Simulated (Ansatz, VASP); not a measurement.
**Two plane-wave programs on MnSb**

The input INCAR:

```
ALGO = Normal
EDIFF = 1E-6
ENCUT = 520
GGA = PE
ISIF = 2
ISMEAR = -1
ISPIN = 2
LASPH = T
LCHARG = F
LMAXMIX = 4
LORBIT = 11
LREAL = F
LWAVE = F
MAGMOM = 0 2
NBANDS = 20
NELM = 150
NUPDOWN = 2.0
PREC = Accurate
SIGMA = 0.05
```

File KPOINTS:

```
k-points
0
Gamma
  7 7 7
```

File POSCAR:

```
MnSb
1.0
    0.0000000000      2.7950160000      2.7950160000
    2.7950160000      0.0000000000      2.7950160000
    2.7950160000      2.7950160000      0.0000000000
Sb Mn
1 1
Direct
    0.5000000000      0.5000000000      0.5000000000
    0.0000000000      0.0000000000      0.0000000000
```

The input input.yaml:

```yaml
crystal:
  lattice:
    - [0.0, 2.795016, 2.795016]
    - [2.795016, 0.0, 2.795016]
    - [2.795016, 2.795016, 0.0]
  atoms:
    - { symbol: Sb, position: [0.5, 0.5, 0.5] }
    - { symbol: Mn, position: [0.0, 0.0, 0.0], spin: 2.0 }
hamiltonian:
  xc: pbe
  pseudopotentials: { kind: paw }
magnetization:
  spin_polarized: true
  initial_magnetization: 2.0
  spin_locking: { lock_magnetization: hard }
kpoints:
  mp_grid: { grid: [7, 7, 7] }
scf:
  occupations: { method: fermi_dirac, width: 0.05 }
  lower_state_search: "off"
output:
  forces: true
  stress: true
  eigenvalues: true
```

Alike in both runs: task single point; functional PBE; k mesh 7 × 7 × 7; occupations fermi-dirac, width 0.05 eV; collinear spin; fixed moment 2 μB.

|  | VASP | Ansatz |
| --- | --- | --- |
| version | VASP 6.6.1 | Ansatz 0.2.0 |
| potentials or method | VASP PAW PBE potentials, release 64 (Sb, Mn_pv) | Ansatz PAW |
| plane-wave cutoff (eV) | 520 | 420 |
| valence electrons in the cell | 18 | 30 |

VASP gave:

```
pressure (GPa)                                                : -9.4
net moment per atom (μB)                                      : 1.00
size of the moment on the site where the two differ most (μB) : 2.33
```

What did Ansatz give for the same quantities?

Pressure (GPa): -9.3; net moment per atom (μB): 1.00; size of the moment on the site where the two differ most (μB): 2.34.

Site moments also hang on the region over which each program counts them. VASP's potentials hold 18 valence electrons a cell and Ansatz's 30, so a difference there can come from the potentials and not from the codes.

Spin-orbit coupling is off throughout.
